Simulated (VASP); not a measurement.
# BaTiO3 (Amm2) in VASP: further runs

BaTiO3 is run at these levels: r2SCAN; tasks: single point.

All numbers are computed with VASP 6.6.1; they aren't measurements. Logs are shortened: lines on timing, memory, paths and dates and some standing lists are left out, and cuts for length are marked.

## Step 1: The cell of the first run

The structure is orthorhombic, space group Amm2 (No. 38). The conventional cell has a = 3.960 Å, b = 5.721 Å, c = 5.757 Å, α = 90.00°, β = 90.00°, γ = 90.00°. Within 3.6 Å of Ba (site symmetry mm2) lie 12 O at 2.77 to 2.99 Å and 8 Ti at 3.42 to 3.57 Å. Within 2.5 Å of Ti (site symmetry mm2) lie 6 O at 1.85 to 2.22 Å. Within 2.6 Å of O (site symmetry mm2) lie 2 Ti at 1.99 Å. Within 2.5 Å of O (site symmetry m) lie 2 Ti at 1.85 to 2.22 Å.

## Step 2: Single point, r2SCAN

POSCAR reads:

```
BaTiO3
1.0
    3.9600598319      0.0000000000      0.0000000000
    0.0000000000      2.8606067524      2.8782884337
    0.0000000000     -2.8606067524      2.8782884337
Ba Ti O
1 1 3
Direct
    0.0000000000      0.0086799117      0.0086799117
    0.5000000000      0.5248200818      0.5248200818
    0.0000000000      0.4895905921      0.4895905921
    0.5000000000      0.4935700260      0.9795593883
    0.5000000000      0.9795593883      0.4935700260
```

INCAR.step1 reads:

```
PREC = Accurate
ENCUT = 1480
ISMEAR = 0
SIGMA = 0.02
LREAL = False
LASPH = True
NELM = 120
NBANDS = 28
GGA = PE
ALGO = Normal
EDIFF = 1E-5
LWAVE = True
LCHARG = False
GGA_COMPAT = False
```

INCAR.step2 reads:

```
PREC = Accurate
ENCUT = 1480
EDIFF = 1E-6
ISMEAR = 0
SIGMA = 0.02
LREAL = False
LASPH = True
NELM = 120
ALGO = Normal
ISIF = 2
LWAVE = False
LCHARG = False
METAGGA = R2SCAN
LMIXTAU = True
NBANDS = 28
ISTART = 1
GGA_COMPAT = False
```

KPOINTS reads:

```
Automatic mesh
0
Gamma
  4 4 4
```

Potentials or basis: VASP PAW PBE potentials, release 64 (Ba_sv, Ti_sv, O_h).

Launch:

```console
cat potpaw_PBE.64/Ba_sv/POTCAR potpaw_PBE.64/Ti_sv/POTCAR potpaw_PBE.64/O_h/POTCAR > POTCAR
cp INCAR.step1 INCAR
mpirun -np 1 vasp_std > vasp.out
cp INCAR.step2 INCAR
mpirun -np 1 vasp_std > vasp.out
```

OUTCAR:

```text
PREC = Accurate
   ENCUT = 1480
   EDIFF = 1E-6
   ISMEAR = 0
   LREAL = False
   LASPH = True
   NELM = 120
   ISIF = 2
   METAGGA = R2SCAN
   ISTART = 1

 ion  position               nearest neighbor table
   1  0.000  0.009  0.009-   3 2.77   4 2.79   5 2.79   4 2.79   5 2.79   3 2.86   3 2.86   5 2.88
                             4 2.88   5 2.88   4 2.88   3 2.99   2 3.42   2 3.42   2 3.48   2 3.48
   2  0.500  0.525  0.525-   4 1.85   5 1.85   3 1.99   3 1.99   5 2.22   4 2.22   1 3.42   1 3.42
                             1 3.48   1 3.48   1 3.48   1 3.48   1 3.57   1 3.57
   3  0.000  0.490  0.490-   2 1.99   2 1.99   1 2.77   1 2.86   1 2.86   1 2.99
   4  0.500  0.494  0.980-   2 1.85   2 2.22   1 2.79   1 2.79   1 2.88   1 2.88
   5  0.500  0.980  0.494-   2 1.85   2 2.22   1 2.79   1 2.79   1 2.88   1 2.88

  LATTYP: Found a base centered orthorhombic cell.
 ALAT       =     5.7212135048
 B/A-ratio  =     1.0061810947
 C/A-ratio  =     0.6921713075

  Lattice vectors:

 A1 = (   0.0000000000,   2.8606067524,  -2.8782884337)
 A2 = (   0.0000000000,   2.8606067524,   2.8782884337)
 A3 = (   3.9600598319,   0.0000000000,   0.0000000000)

Analysis of symmetry for initial positions (statically):
=====================================================================
 Subroutine PRICEL returns:
 Original cell was already a primitive cell.

 Routine SETGRP: Setting up the symmetry group for a
 base centered orthorhombic supercell.

 Subroutine GETGRP returns: Found  4 space group operations
 (whereof  4 operations were pure point group operations)
 out of a pool of  8 trial point group operations.

The static configuration has the point symmetry C_2v.

Analysis of symmetry for dynamics (positions and initial velocities):
=====================================================================
 Subroutine PRICEL returns:
 Original cell was already a primitive cell.

 Routine SETGRP: Setting up the symmetry group for a
 base centered orthorhombic supercell.

 Subroutine GETGRP returns: Found  4 space group operations
 (whereof  4 operations were pure point group operations)
 out of a pool of  8 trial point group operations.

The dynamic configuration has the point symmetry C_2v.

 Subroutine INISYM returns: Found  4 space group operations
 (whereof  4 operations are pure point group operations),
 and found     1 'primitive' translations

----------------------------------------------------------------------------------------

                                     Primitive cell

  volume of cell :      65.2115

[... 95 lines left out ...]
   NFREE  =      0    steps in history (QN), initial steepest desc. (CG)
   ISIF   =      2    stress and relaxation
   ISYM   =      2    0-nonsym 1-usesym 2-fastsym
   POTIM  = 0.5000    time-step for ionic-motion
   TEBEG  =    0.0;   TEEND  =   0.0 temperature during run
   PSTRESS=    0.0 pullay stress
   NELECT =      40.0000    total number of electrons
   NUPDOWN=      -1.0000    fix difference up-down
   EMIN   =  10.00;   EMAX   =-10.00  energy-range for DOS
   EFERMI =   0.00;   METHOD = LEGACY
   ISMEAR =     0;   SIGMA  =   0.02  broadening in eV -4-tet -1-fermi 0-gaus
   EFERMI_NEDOS =   21; number of points for ismear=-14 and -15
   IALGO  =     38    algorithm
   IMIX   =      4    mixing-type and parameters
     AMIX     =   0.40;   BMIX     =  1.00
     AMIX_MAG =   1.60;   BMIX_MAG =  1.00
  volume/ion in A,a.u.               =      13.04        88.01
  Fermi-wavevector in a.u.,A,eV,Ry     =   1.390977  2.628566 26.324801  1.934818
  Thomas-Fermi vector in A             =   2.514861
   LORBIT       =      0    0 simple, 1 ext, 2 COOP (PROOUT), +10 PAW based schemes
   METAGGA = R2SCAN    functional components
   LHFCALC =     F    Hartree Fock is set to
   AEXX    =    0.0000 exact exchange contribution
   IVDW    =     0    specifies the selected vdW correction
   LEPSILON=     F    determine dielectric tensor
   LRPA    =     F    only Hartree local field effects (RPA)
 non-spin polarized calculation
 Gauss-broadening in eV      SIGMA  =   0.02
  energy-cutoff  :     1480.00
  volume of cell :       65.21
 maximum number of plane-waves:      8462
 NGX is ok and might be reduce to    50
   NGX = 25   NGY = 25   NGZ = 25

 number of electron      40.0000000 magnetization

 Free energy of the ion-electron system (eV)
  ---------------------------------------------------
  ext. energy  EPLUGINS =         0.00000000
  ---------------------------------------------------
  free energy    TOTEN  =       -74.31247917 eV

  energy without entropy =      -74.31247917  energy(sigma->0) =      -74.31247917

 E-fermi :   3.8586     XC(G=0): -11.8029

 val. band max:        3.7418540823   @ k =   0.5000   0.5000   0.5000
 cond. band min:       6.4232348261   @ k =   0.0000   0.0000   0.0000
 fundamental gap:      2.6813807438
 Fermi energy:         3.8586016675

 k-point     1 :       0.0000    0.0000    0.0000
  band No.  band energies     occupation
      1     -54.8252      2.00000
      2     -30.0536      2.00000
      3     -30.0506      2.00000
      4     -29.9787      2.00000
      5     -21.8166      2.00000
      6     -14.0665      2.00000
[... 640 lines left out ...]
     27      12.1357      0.00000
     28      12.2340      0.00000

------------------------ aborting loop because EDIFF is reached ----------------------------------------

  FORCE on cell =-STRESS in cart. coord.  units (eV):
  Direction    XX          YY          ZZ          XY          YZ          ZX
  --------------------------------------------------------------------------------------
  -------------------------------------------------------------------------------------
  Total        0.7689964      0.8008227      0.7624467      0.0000000      0.0000000      0.0000000
  in kB       18.8934233     19.6753626     18.7325038      0.0000000      0.0000000      0.0000000
  external PRESSURE =      19.1004299 kB  Pullay stress =       0.0000000 kB

 VOLUME and BASIS-vectors are now :
 -----------------------------------------------------------------------------
  energy-cutoff  :     1480.00
  volume of cell :       65.21
      direct lattice vectors                 reciprocal lattice vectors
     3.960059832  0.000000000  0.000000000     0.252521437  0.000000000  0.000000000
     0.000000000  2.860606752  2.878288434     0.000000000  0.174788093  0.173714348
     0.000000000 -2.860606752  2.878288434     0.000000000 -0.174788093  0.173714348

 POSITION                                       TOTAL-FORCE (eV/Angst)
 -----------------------------------------------------------------------------------
      0.00000      0.00000      0.04997         0.000000      0.000000     -0.030987
      1.98003      0.00000      3.02117         0.000000      0.000000     -0.136675
      0.00000      0.00000      2.81837         0.000000      0.000000      0.019960
      1.98003     -1.39022      4.24009         0.000000     -0.056818      0.073851
      1.98003      1.39022      4.24009         0.000000      0.056818      0.073851
 -----------------------------------------------------------------------------------
    total drift:                                0.000000     -0.000000     -0.000134

  FREE ENERGIE OF THE ION-ELECTRON SYSTEM (eV)
  ---------------------------------------------------
  free  energy   TOTEN  =       -74.3124791701 eV

  energy  without entropy=      -74.3124791701  energy(sigma->0) =      -74.31247917
```

OUTCAR.step1:

```text
PREC = Accurate
   ENCUT = 1480
   ISMEAR = 0
   LREAL = False
   LASPH = True
[... 881 lines left out ...]
      1.98003      0.00000      3.02117         0.000000      0.000000     -0.092041
      0.00000      0.00000      2.81837         0.000000      0.000000     -0.033208
      1.98003     -1.39022      4.24009         0.000000     -0.102124      0.072169
      1.98003      1.39022      4.24009         0.000000      0.102124      0.072169
 -----------------------------------------------------------------------------------
    total drift:                                0.000000     -0.000000     -0.000257

  FREE ENERGIE OF THE ION-ELECTRON SYSTEM (eV)
  ---------------------------------------------------
  free  energy   TOTEN  =       -40.0521594345 eV

  energy  without entropy=      -40.0521594345  energy(sigma->0) =      -40.05215943
```

OSZICAR.step1:

```text
N       E                     dE             d eps       ncg     rms          rms(c)
DAV:   1     0.700945971681E+03    0.70095E+03   -0.37677E+04  1176   0.335E+03
DAV:   2     0.866742610974E+02   -0.61427E+03   -0.58789E+03  1208   0.681E+02
DAV:   3    -0.410893320221E+02   -0.12776E+03   -0.12159E+03  1768   0.223E+02
DAV:   4    -0.501892324431E+02   -0.90999E+01   -0.90672E+01  1556   0.575E+01
DAV:   5    -0.505813085476E+02   -0.39208E+00   -0.39169E+00  1868   0.119E+01    0.240E+01
DAV:   6    -0.401397870424E+02    0.10442E+02   -0.55624E+01  1828   0.679E+01    0.102E+01
DAV:   7    -0.402159466558E+02   -0.76160E-01   -0.11865E+01  1668   0.247E+01    0.729E+00
DAV:   8    -0.400520292862E+02    0.16392E+00   -0.71928E-01  1508   0.741E+00    0.395E+00
DAV:   9    -0.400746488041E+02   -0.22620E-01   -0.38307E-01  1760   0.591E+00    0.153E+00
DAV:  10    -0.400574443666E+02    0.17204E-01   -0.15276E-01  1540   0.393E+00    0.676E-01
DAV:  11    -0.400526513523E+02    0.47930E-02   -0.13670E-02  1684   0.847E-01    0.285E-01
DAV:  12    -0.400521853249E+02    0.46603E-03   -0.39065E-03  1604   0.438E-01    0.647E-02
DAV:  13    -0.400521481349E+02    0.37190E-04   -0.38104E-04  1468   0.203E-01    0.253E-02
DAV:  14    -0.400521640375E+02   -0.15903E-04   -0.13162E-04  1720   0.830E-02    0.251E-02
DAV:  15    -0.400521594345E+02    0.46031E-05   -0.59462E-05  1260   0.769E-02
   1 F= -.40052159E+02 E0= -.40052159E+02  d E =-.186574E-13
```

Wall time 6.4 min (1 thread of Intel Xeon 6975P-C (Granite Rapids), shared host); peak memory 0.51 GiB.

What came out:

```
Free energy            : -74.3125 eV
Pressure               : 1.9 GPa
Largest force          : 0.137 eV/Å
Band gap on the k mesh : 2.68 eV (least direct gap 3.17 eV)
```

Forces in eV/Å, atoms in the order of the input:
```
Ba   0.000  0.000 -0.031
Ti   0.000  0.000 -0.137
O    0.000  0.000  0.020
O    0.000 -0.057  0.074
O    0.000  0.057  0.074
```

Levels at points of the mesh, in eV from the valence-band top:
| k point | band 16 | band 17 | band 18 | band 19 | band 20 | band 21 | band 22 | band 23 | band 24 | band 25 |
| --- | --- | --- | --- | --- | --- | --- | --- | --- | --- | --- |
| (0.00, 0.00, 0.00) | -1.40 | -1.16 | -0.59 | -0.56 | -0.49 | 2.68 | 2.92 | 2.99 | 4.73 | 4.79 |
| (0.50, 0.00, 0.00) | -2.21 | -1.67 | -1.52 | -1.27 | -1.16 | 3.08 | 4.07 | 4.29 | 4.71 | 6.26 |
| (0.00, 0.50, 0.00) | -1.89 | -1.85 | -1.68 | -1.01 | -0.83 | 2.91 | 4.13 | 4.15 | 4.72 | 6.49 |
| (0.50, 0.50, 0.00) | -2.64 | -1.75 | -0.98 | -0.94 | -0.08 | 4.18 | 4.20 | 4.55 | 5.19 | 8.13 |
| (0.00, 0.50, 0.50) | -2.67 | -1.66 | -0.97 | -0.88 | -0.30 | 4.13 | 4.19 | 4.45 | 5.53 | 8.00 |
| (0.50, 0.50, 0.50) | -2.45 | -2.41 | -0.22 | -0.03 | 0.00 | 4.64 | 4.69 | 4.84 | 7.01 | 7.22 |

Caveat: the PAW data sets were made with another functional, which shifts forces and pressure a little; spin-orbit coupling is left out, which moves the levels of the heavy elements. A k mesh can miss the band edges.

## Step 3: Single point, r2SCAN

This run uses another cell than the first one, of 13.64 Å³/atom.

POSCAR reads:

```
BaTiO3
1.0
    3.8373337438      0.0000000000      0.0000000000
    0.0000000000      2.9460111853      3.0164321852
    0.0000000000     -2.9460111853      3.0164321852
Ba Ti O
1 1 3
Direct
    0.0000000000      0.0239437718      0.0239437718
    0.5000000000      0.5425128692      0.5425128692
    0.0000000000      0.4737599542      0.4737599542
    0.5000000000      0.4894605678      0.9665428371
    0.5000000000      0.9665428371      0.4894605678
```

INCAR.step1 is that of step 2.

Edit INCAR.step2 of step 2 so:

```diff
@@ -11,5 +11,7 @@
 LWAVE = False
-LCHARG = False
+LCHARG = True
 METAGGA = R2SCAN
 LMIXTAU = True
+LELF = True
+LVHAR = True
 NBANDS = 28
```

KPOINTS reads:

```
Automatic mesh
0
Gamma
  2 2 2
```

Potentials or basis: VASP PAW PBE potentials, release 64 (Ba_sv, Ti_sv, O_h).

Launch:

```console
cat potpaw_PBE.64/Ba_sv/POTCAR potpaw_PBE.64/Ti_sv/POTCAR potpaw_PBE.64/O_h/POTCAR > POTCAR
cp INCAR.step1 INCAR
mpirun -np 1 vasp_std > vasp.out
cp INCAR.step2 INCAR
mpirun -np 1 vasp_std > vasp.out
```

Run time: 2.5 min. Hardware: 1 thread of Intel Xeon Platinum 8488C (Sapphire Rapids), shared host; peak memory 0.44 GiB.

It converged, with:

| Quantity | Value |
| --- | --- |
| Free energy | -74.1400 eV |
| Pressure | 1.6 GPa |
| Largest force | 0.145 eV/Å |
| Band gap on the k mesh | 3.41 eV (least direct gap 4.17 eV) |

Forces on the atoms (eV/Å):
```
Ba   0.000  0.000 -0.081
Ti   0.000  0.000 -0.145
O    0.000  0.000  0.027
O    0.000 -0.062  0.099
O    0.000  0.062  0.099
```

Stress tensor (GPa, compression positive):
```
1.65 0.00 0.00
0.00 1.71 0.00
0.00 0.00 1.57
```

Levels at points of the mesh, in eV from the valence-band top:
```tsv
k point	band 17	band 18	band 19	band 20	band 21	band 22	band 23	band 24
(0.00, 0.00, 0.00)	-1.24	-1.09	-1.00	-0.76	3.41	3.87	4.24	5.04
(0.50, 0.00, 0.00)	-1.80	-1.60	-1.56	-1.36	3.86	4.19	4.94	5.21
(0.00, 0.50, 0.00)	-1.86	-1.58	-1.30	-0.89	3.77	4.46	4.69	5.41
(0.50, 0.50, 0.00)	-1.64	-0.99	-0.91	-0.09	4.41	4.44	4.96	5.14
(0.00, 0.50, 0.50)	-1.44	-1.30	-0.99	-0.55	4.41	4.51	4.85	6.14
(0.50, 0.50, 0.50)	-2.18	-0.51	-0.14	0.00	4.56	4.70	5.16	6.52
```

Caveat: the k points lie up to 0.82 Å⁻¹ apart; the PAW data sets were made with another functional, which shifts forces and pressure a little; spin-orbit coupling is left out, which moves the levels of the heavy elements. A k mesh can miss the band edges.
